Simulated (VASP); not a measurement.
Input of a VASP 6.6.1 run:

Contents of INCAR:

```
SYSTEM = TaSi5B2
  PREC = Accurate
  ENCUT = 500
  EDIFF = 1E-6
  ISMEAR = 0
  SIGMA = 0.2
  LREAL = .FALSE.
  LASPH = .TRUE.
  NELM = 120
  ALGO = Normal
  ISIF = 2
  LWAVE = .FALSE.
  LCHARG = .FALSE.
  GGA = PE
  NBANDS = 28
  GGA_COMPAT = .FALSE.
```

File KPOINTS:

```
regular mesh
0
G
  5 5 2
  0 0 0
```

Contents of POSCAR:

```
TaSi5B2
1.0
    4.4210322963     -0.0000000033      0.0000000000
   -2.2105161453      3.8287262811      0.0000000000
    0.0000000000      0.0000000000      8.0517217683
Ta Si B
1 5 2
Direct
    0.0000000000      0.0000000000      0.0000000000
    0.5000000000      0.0000000000      0.5000000000
    0.0000000000      0.5000000000      0.5000000000
    0.5000000000      0.5000000000      0.5000000000
    0.0000000000      0.0000000000      0.3198056723
    0.0000000000      0.0000000000      0.6801943277
    0.3333333333      0.6666666667      0.0000000000
    0.6666666667      0.3333333333      0.0000000000
```

Potentials or basis: VASP PAW PBE potentials, release 64 (Ta_pv, Si, B).

The run is started by

```sh
$ cat potpaw_PBE.64/Ta_pv/POTCAR potpaw_PBE.64/Si/POTCAR potpaw_PBE.64/B/POTCAR > POTCAR
$ mpirun -np 1 vasp_std > vasp.out
```

(1) What does it give for the largest force?

(2) Predict the band gap on the k mesh.

(3) Predict the pressure.

Results:

(1) 0.025 eV/Å.

(2) zero (an odd number of electrons rules out a gap without spin polarisation).

(3) 0.2 GPa.

Caveat: the k points lie up to 0.39 Å⁻¹ apart, too coarse for converged energies and pressures of a metal; spin-orbit coupling is left out, which moves the levels of the heavy elements.
